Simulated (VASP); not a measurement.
# PrTaH2 (P6mm) in VASP: single point with PBE

Aim: the single point of PrTaH2 with PBE.

Program: VASP 6.6.1. These are calculated values, not measurements. Logs are shortened: lines on timing, memory, paths and dates and some standing lists are left out, and cuts for length are marked.

## Step 1: The cell of the first run

The structure is hexagonal, space group P6mm (No. 183). The conventional cell has a = 4.051 Å, b = 4.051 Å, c = 4.869 Å, α = 90.00°, β = 90.00°, γ = 120.00°. Within 3.0 Å of Pr (site symmetry 6mm) lie 2 Ta at 2.30 to 2.57 Å and 6 H at 2.37 Å. Ta (site symmetry 6mm) has 2 Pr at 2.30 to 2.57 Å within 3.0 Å. Within 3.1 Å of H (site symmetry 3m) lie 3 H at 2.34 Å and 3 Pr at 2.37 Å and 3 Ta at 3.01 Å.

## Step 2: Single point, PBE

The input, INCAR:

```
PREC = Accurate ; ENCUT = 520
EDIFF = 1E-6 ; ISMEAR = 0
SIGMA = 0.1 ; LREAL = False
LASPH = True ; NELM = 100
ALGO = Normal ; ISIF = 2
LWAVE = False ; LCHARG = False
GGA = PE ; NBANDS = 21
```

The input, KPOINTS:

```
regular mesh
0
Gamma
  6 6 4
```

The input, POSCAR:

```
PrTaH2
1.0
    4.0505064600      0.0000000000      0.0000000000
   -2.0252532300      3.5078414900      0.0000000000
    0.0000000000      0.0000000000      4.8689265000
Pr Ta H
1 1 2
Direct
    0.0000000000      0.0000000000      0.8941763700
    0.0000000000      0.0000000000      0.4219876600
    0.3333333300      0.6666666700      0.8113281800
    0.6666666700      0.3333333300      0.8113281800
```

Potentials or basis: VASP PAW PBE potentials, release 64 (Pr, Ta_pv, H).

Run with:

```bash
cat potpaw_PBE.64/Pr/POTCAR potpaw_PBE.64/Ta_pv/POTCAR potpaw_PBE.64/H/POTCAR > POTCAR
mpirun -np 1 vasp_std > vasp.out
```

OUTCAR:

```text
PREC = Accurate
   ENCUT = 520
   EDIFF = 1E-6
   ISMEAR = 0
   LREAL = False
   LASPH = True
   NELM = 100
   ISIF = 2
   GGA = PE

 ion  position               nearest neighbor table
   1  0.000  0.000  0.894-   2 2.30   2 2.57
   2  0.000  0.000  0.422-   1 2.30   1 2.57
   3  0.333  0.667  0.811-
   4  0.667  0.333  0.811-

  LATTYP: Found a hexagonal cell.
 ALAT       =     4.0505064600
 C/A-ratio  =     1.2020537550

  Lattice vectors:

 A1 = (   4.0505064600,   0.0000000000,   0.0000000000)
 A2 = (  -2.0252532300,   3.5078414900,   0.0000000000)
 A3 = (   0.0000000000,   0.0000000000,   4.8689265000)

Analysis of symmetry for initial positions (statically):
=====================================================================
 Subroutine PRICEL returns:
 Original cell was already a primitive cell.

 Routine SETGRP: Setting up the symmetry group for a
 hexagonal supercell.

 Subroutine GETGRP returns: Found 12 space group operations
 (whereof 12 operations were pure point group operations)
 out of a pool of 24 trial point group operations.

The static configuration has the point symmetry C_6v.

Analysis of symmetry for dynamics (positions and initial velocities):
=====================================================================
 Subroutine PRICEL returns:
 Original cell was already a primitive cell.

 Routine SETGRP: Setting up the symmetry group for a
 hexagonal supercell.

 Subroutine GETGRP returns: Found 12 space group operations
 (whereof 12 operations were pure point group operations)
 out of a pool of 24 trial point group operations.

The dynamic configuration has the point symmetry C_6v.

 Subroutine INISYM returns: Found 12 space group operations
 (whereof 12 operations are pure point group operations),
 and found     1 'primitive' translations

----------------------------------------------------------------------------------------

                                     Primitive cell

  volume of cell :      69.1803

  direct lattice vectors                    reciprocal lattice vectors
     4.050506460  0.000000000  0.000000000     0.246882707  0.142537798  0.000000000
    -2.025253230  3.507841490  0.000000000     0.000000000  0.285075595  0.000000000
     0.000000000  0.000000000  4.868926500     0.000000000  0.000000000  0.205384082

[... 79 lines left out ...]
   LSORBIT =      F    spin-orbit coupling
   LASPH  =      T    aspherical Exc in radial PAW
   ENCUT  =  520.0 eV  38.22 Ry    6.18 a.u.   7.53  7.53  9.05*2*pi/ulx,y,z
   NELM   =    100;   NELMIN=  2; NELMDL= -5     # of ELM steps
   EDIFF  = 0.1E-05   stopping-criterion for ELM
   LREAL  =      F    real-space projection
   EDIFFG = 0.1E-04   stopping-criterion for IOM
   NSW    =      0    number of steps for IOM
   IBRION =     -1    ionic relax: 0-MD 1-quasi-New 2-CG
   NFREE  =      0    steps in history (QN), initial steepest desc. (CG)
   ISIF   =      2    stress and relaxation
   ISYM   =      2    0-nonsym 1-usesym 2-fastsym
   POTIM  = 0.5000    time-step for ionic-motion
   TEBEG  =    0.0;   TEEND  =   0.0 temperature during run
   PSTRESS=    0.0 pullay stress
   NELECT =      26.0000    total number of electrons
   NUPDOWN=      -1.0000    fix difference up-down
   EMIN   =  10.00;   EMAX   =-10.00  energy-range for DOS
   EFERMI =   0.00;   METHOD = LEGACY
   ISMEAR =     0;   SIGMA  =   0.10  broadening in eV -4-tet -1-fermi 0-gaus
   EFERMI_NEDOS =   21; number of points for ismear=-14 and -15
   IALGO  =     38    algorithm
   IMIX   =      4    mixing-type and parameters
     AMIX     =   0.40;   BMIX     =  1.00
     AMIX_MAG =   1.60;   BMIX_MAG =  1.00
  volume/ion in A,a.u.               =      17.30       116.71
  Fermi-wavevector in a.u.,A,eV,Ry     =   1.181422  2.232564 18.990445  1.395758
  Thomas-Fermi vector in A             =   2.317696
   LORBIT       =      0    0 simple, 1 ext, 2 COOP (PROOUT), +10 PAW based schemes
   GGA     = PE    functional components
   LHFCALC =     F    Hartree Fock is set to
   AEXX    =    0.0000 exact exchange contribution
   IVDW    =     0    specifies the selected vdW correction
   LEPSILON=     F    determine dielectric tensor
   LRPA    =     F    only Hartree local field effects (RPA)
 non-spin polarized calculation
 Gauss-broadening in eV      SIGMA  =   0.10
  energy-cutoff  :      520.00
  volume of cell :       69.18
 maximum number of plane-waves:      1888
   NGX = 15   NGY = 15   NGZ = 19

 number of electron      26.0000002 magnetization

 Free energy of the ion-electron system (eV)
  ---------------------------------------------------
  ext. energy  EPLUGINS =         0.00000000
  ---------------------------------------------------
  free energy    TOTEN  =       -19.58304825 eV

  energy without entropy =      -19.55009796  energy(sigma->0) =      -19.56657311

 E-fermi :   3.3793     XC(G=0):  -9.9374

 val. band max:        3.3644003154   @ k =   0.0000   0.0000   0.0000
 cond. band min:       3.4148491452   @ k =   0.3333   0.0000   0.2500
 fundamental gap:      0.0504488298
 Fermi energy:         3.3792912839

 k-point     1 :       0.0000    0.0000    0.0000
  band No.  band energies     occupation
      1     -32.0635      2.00000
      2     -31.1513      2.00000
      3     -31.1513      2.00000
      4     -30.8417      2.00000
      5     -13.4990      2.00000
      6     -13.4990      2.00000
[... 493 lines left out ...]
     20       5.5701      0.00000
     21       5.5701      0.00000

------------------------ aborting loop because EDIFF is reached ----------------------------------------

  FORCE on cell =-STRESS in cart. coord.  units (eV):
  Direction    XX          YY          ZZ          XY          YZ          ZX
  --------------------------------------------------------------------------------------
  -------------------------------------------------------------------------------------
  Total       -5.7281082     -5.7281082      9.9738524      0.0000000      0.0000000     -0.0000000
  in kB     -132.6597838   -132.6597836    230.9888472      0.0000000      0.0000000     -0.0000000
  external PRESSURE =     -11.4435734 kB  Pullay stress =       0.0000000 kB

 VOLUME and BASIS-vectors are now :
 -----------------------------------------------------------------------------
  energy-cutoff  :      520.00
  volume of cell :       69.18
      direct lattice vectors                 reciprocal lattice vectors
     4.050506460  0.000000000  0.000000000     0.246882707  0.142537798  0.000000000
    -2.025253230  3.507841490  0.000000000     0.000000000  0.285075595  0.000000000
     0.000000000  0.000000000  4.868926500     0.000000000  0.000000000  0.205384082

 POSITION                                       TOTAL-FORCE (eV/Angst)
 -----------------------------------------------------------------------------------
      0.00000      0.00000      4.35368         0.000000     -0.000000      2.187685
      0.00000      0.00000      2.05463         0.000000     -0.000000     -2.157093
     -0.00000      2.33856      3.95030         0.000000     -0.000000     -0.015296
      2.02525      1.16928      3.95030        -0.000000      0.000000     -0.015296
 -----------------------------------------------------------------------------------
    total drift:                               -0.000000     -0.000000      0.000561

  FREE ENERGIE OF THE ION-ELECTRON SYSTEM (eV)
  ---------------------------------------------------
  free  energy   TOTEN  =       -19.5830482535 eV

  energy  without entropy=      -19.5500979585  energy(sigma->0) =      -19.56657311
```

It took 42 s on 1 thread of Intel Xeon Platinum 8488C (Sapphire Rapids), shared host; peak memory 0.2 GiB.

What came out:

```
Free energy            : -19.5830 eV
Pressure               : -1.1 GPa
Largest force          : 2.188 eV/Å
Band gap on the k mesh : zero (band 13 reaches 3.56 eV, above the bottom of band 14 at 3.31 eV)
```

Forces on the atoms (eV/Å):
```
Pr   0.000  0.000  2.188
Ta   0.000  0.000 -2.157
H    0.000  0.000 -0.015
H    0.000  0.000 -0.015
```

Stress tensor (GPa, compression positive):
```
-13.27   0.00   0.00
  0.00 -13.27   0.00
  0.00   0.00  23.10
```

Caveat: spin-orbit coupling is left out, which moves the levels of the heavy elements; without U or exact exchange the open f shell lies at the Fermi level, which spoils levels, moments and volumes; forces of over 1 eV/Å act on the atoms, so gaps and moduli don't describe the material at rest.
